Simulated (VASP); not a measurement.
A run of VASP 6.6.1 is set up as follows.

INCAR

```
  PREC = Accurate
  ENCUT = 500
  EDIFF = 1E-7
  ISMEAR = 0
  SIGMA = 0.05
  LREAL = F
  LASPH = T
  NELM = 120
  ALGO = Normal
  ISIF = 3
  LWAVE = F
  LCHARG = F
  GGA = PS
  IBRION = 2
  NSW = 80
  EDIFFG = -0.03
  GGA_COMPAT = F
  NELMIN = 4
```

The input KPOINTS:

```
regular mesh
0
Gamma
  15 15 15
```

File POSCAR:

```
Rh
1.0
    0.0000000000      2.6100000000      2.6100000000
    2.6100000000      0.0000000000      2.6100000000
    2.6100000000      2.6100000000      0.0000000000
Rh
2
Direct
    1.0000000000      1.0000000000      1.0000000000
    0.2500000000      0.2500000000      0.2500000000
```

Potentials or basis: VASP PAW PBE potentials, release 64 (Rh_pv).

Launch:

```bash
$ cat potpaw_PBE.64/Rh_pv/POTCAR > POTCAR
$ mpirun -np 1 vasp_std > vasp.out
```

(1) Predict the relaxed volume.

(2) Estimate the band gap on the k mesh.

(3) Predict the space group after relaxing (to 0.1 Å).

(4) What does it give for the relaxed cell?

Answers

(1) 20.04 Å³/atom.

(2) zero (bands 15 and 16 overlap by 1.19 eV).

(3) Fd-3m (No. 227).

(4) a = 3.841 Å, b = 3.841 Å, c = 3.841 Å, α = 60.00°, β = 60.00°, γ = 60.00°.

Caveat: the PAW data sets were made with another functional, which shifts forces and pressure a little.
